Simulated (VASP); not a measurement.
# Sn (Im-3m) in VASP: further runs, part 3 of 3

VASP 6.6.1. Earlier steps stand in the parts before.

## 5. Single point, PBE

This run uses another cell than the first one, of 27.77 Å³/atom, 1.464 times its volume.

INCAR reads:

```
ALGO = Normal
EDIFF = 1E-7
ENCUT = 520
GGA = PE
ISIF = 2
ISMEAR = -1
LASPH = True
LCHARG = True
LELF = True
LREAL = False
LVHAR = True
LWAVE = False
NBANDS = 13
NELM = 60
PREC = Accurate
SIGMA = 0.05
```

KPOINTS reads:

```
k-points
0
Gamma
  16 16 16
```

POSCAR reads:

```
Sn
1.0
   -1.9076765230      1.9076765230      1.9076765230
    1.9076765230     -1.9076765230      1.9076765230
    1.9076765230      1.9076765230     -1.9076765230
Sn
1
Direct
    0.0000000000      0.0000000000      0.0000000000
```

Run with:

```console
cat potpaw_PBE.64/Sn_d/POTCAR > POTCAR
mpirun -np 1 vasp_std > vasp.out
```

Wall time 28 s (1 thread of AMD EPYC 9R45 (Zen 5), shared host); peak memory 0.16 GiB.

The run converged. Its results:

```yaml
Free_energy: -3.7753 eV
Pressure: -0.1 GPa
Band_gap_on_the_k_mesh: zero (band 7 reaches 15.61 eV, above the bottom of band 8 at 5.52 eV)
```

Levels at points of the mesh, in eV from the Fermi level:
```
           k point  band 3  band 4  band 5  band 6  band 7  band 8  band 9  band 10  band 11  band 12
(0.00, 0.00, 0.00)  -21.52  -21.39  -21.39  -10.90    7.80    7.80    7.80    12.10    12.10    12.10
(0.50, 0.00, 0.00)  -21.40  -21.40  -21.31   -6.36   -4.29    3.56    5.39     7.86     8.21    14.81
(0.50, 0.50, 0.50)  -21.33  -21.33  -21.33   -2.56   -0.42   -0.42   -0.42     3.87     3.87    18.11
```

Caveat: spin-orbit coupling is left out, which moves the levels of the heavy elements.

## 6. Relaxation of cell and atoms, PBE, target pressure 44 GPa, at which the enthalpy is minimised

INCAR reads:

```
ALGO = Normal
EDIFF = 1E-6
EDIFFG = -0.005
ENCUT = 600
GGA = PE
IBRION = 2
ISIF = 3
ISMEAR = -1
LASPH = T
LCHARG = F
LREAL = F
LWAVE = F
NELM = 100
NSW = 60
PREC = Accurate
PSTRESS = 440.0
SIGMA = 0.05
```

KPOINTS is that of step 5.

POSCAR reads:

```
Sn
1.0
   -1.6800091082      1.6800091082      1.6800091082
    1.6800091082     -1.6800091082      1.6800091082
    1.6800091082      1.6800091082     -1.6800091082
Sn
1
Direct
    0.0000000000      0.0000000000      0.0000000000
```

Potentials or basis: VASP PAW PBE potentials, release 64 (Sn_d).

Run with:

```console
cat potpaw_PBE.64/Sn_d/POTCAR > POTCAR
mpirun -np 1 vasp_std > vasp.out
```

It took 25 s on 1 thread of AMD EPYC 9R45 (Zen 5), shared host; peak memory 0.14 GiB.

The run converged. Its results:

| Item | Value |
| --- | --- |
| Free energy | -2.9447 eV |
| Relaxed volume | 18.97 Å³/atom |
| Relaxed cell | a = 2.910 Å, b = 2.910 Å, c = 2.910 Å, α = 109.47°, β = 109.47°, γ = 109.47° |
| Space group after relaxing (to 0.05 Å) | Im-3m (No. 229) |
| Energy change on relaxing (the enthalpy is what falls) | -1.8 meV/atom |
| Ionic steps | 3 |
| Pressure after relaxing | 44.0 GPa |
| Band gap on the k mesh | zero (band 7 reaches 25.28 eV, above the bottom of band 8 at 9.60 eV) |

The path:
| step | energy change (eV) | largest force (eV/Å) | pressure (GPa) | volume (Å³) |
| --- | --- | --- | --- | --- |
| 1 | 0.0000 | 0.0000 | 44.10 | 18.97 |
| 2 | -0.0089 | 0.0000 | 43.62 | 19.00 |
| 3 | -0.0018 | 0.0000 | 44.04 | 18.97 |

Final structure:
```yaml
crystal:
  lattice:
    - [-1.68021, 1.68021, 1.68021]
    - [1.68021, -1.68021, 1.68021]
    - [1.68021, 1.68021, -1.68021]
  atoms:
    - { symbol: Sn, position: [0.00000, 0.00000, 0.00000] }
```

Levels at points of the mesh, in eV from the Fermi level:
```csv
k point,band 5,band 6,band 7,band 8,band 9,band 10
"(0.00, 0.00, 0.00)",-21.65,-14.24,11.98,11.98,11.98,12.62
"(0.50, 0.00, 0.00)",-21.41,-6.88,-6.58,4.99,6.49,9.74
"(0.50, 0.50, 0.50)",-21.47,-0.98,-0.98,-0.98,0.13,3.80
```

Caveat: the cell is relaxed towards a set pressure, so the enthalpy falls and the energy may rise; spin-orbit coupling is left out, which moves the levels of the heavy elements.

## 7. Relaxation of cell and atoms, PBE, target pressure 44 GPa, at which the enthalpy is minimised

INCAR reads:

```
SYSTEM = Sn
  ALGO = Normal
  EDIFF = 1E-7
  EDIFFG = -0.005
  ENCUT = 600
  GGA = PE
  IBRION = 2
  ISIF = 3
  ISMEAR = -1
  LASPH = .TRUE.
  LCHARG = .FALSE.
  LREAL = .FALSE.
  LWAVE = .FALSE.
  NELM = 100
  NSW = 32
  PREC = Accurate
  PSTRESS = 440.0
  SIGMA = 0.05
```

KPOINTS reads:

```
k-points
0
G
  16 16 16
  0 0 0
```

POSCAR reads:

```
Sn
1.0
   -1.6801244850      1.6801244850      1.6801244850
    1.6801244850     -1.6801244850      1.6801244850
    1.6801244850      1.6801244850     -1.6801244850
Sn
1
Direct
    0.0000000000      0.0000000000      0.0000000000
```

Run with:

```console
cat potpaw_PBE.64/Sn_d/POTCAR > POTCAR
mpirun -np 1 vasp_std > vasp.out
```

Run time: 15 s. Hardware: 1 thread of AMD EPYC 9R45 (Zen 5), shared host; peak memory 0.14 GiB.

The run converged. Its results:

```
Free energy             : -2.9439 eV
Pressure after relaxing : 44.0 GPa
Band gap on the k mesh  : zero (band 7 reaches 25.28 eV, above the bottom of band 8 at 9.60 eV)
```

Final structure:
```
CELL_PARAMETERS angstrom
-1.68012 1.68012 1.68012
1.68012 -1.68012 1.68012
1.68012 1.68012 -1.68012
ATOMIC_POSITIONS crystal
Sn 0.00000 0.00000 0.00000
```

Levels at points of the mesh, in eV from the Fermi level:
```
           k point  band 4  band 5  band 6  band 7  band 8  band 9  band 10  band 11
(0.00, 0.00, 0.00)  -21.65  -21.65  -14.25   11.98   11.98   11.98    12.62    12.62
(0.50, 0.00, 0.00)  -21.66  -21.41   -6.88   -6.59    4.99    6.49     9.74    10.48
(0.50, 0.50, 0.50)  -21.47  -21.47   -0.98   -0.98   -0.98    0.14     3.80     3.80
```

Caveat: the relaxation stopped at its first step, so nothing moved; the cell is relaxed towards a set pressure, so the enthalpy falls and the energy may rise; spin-orbit coupling is left out, which moves the levels of the heavy elements.

## 8. Overview

```tsv
task	cell	cutoff (eV)	gap on the mesh (eV)	pressure (GPa)
single point	a = 2.910 Å, angles 109.5°, 1 atom	520	none	44.0
single point	a = 3.304 Å, angles 109.5°, 1 atom	520	none	-0.1
relaxation of cell and atoms	relaxed to 44 GPa from a = 2.910 Å, angles 109.5°, 1 atom	600	none	44.0
```

Alike in all rows: level PBE; potentials or basis VASP PAW PBE potentials, release 64 (Sn_d); no spin polarisation; k mesh 16 × 16 × 16; smearing fermi-dirac 0.05 eV.

Caveats: spin-orbit coupling is left out, which moves the levels of the heavy elements; the relaxation stopped at its first step, so nothing moved (some runs); the cell is relaxed towards a set pressure, so the enthalpy falls and the energy may rise (some runs).

Absolute energies hang on the potentials; compare differences alone.
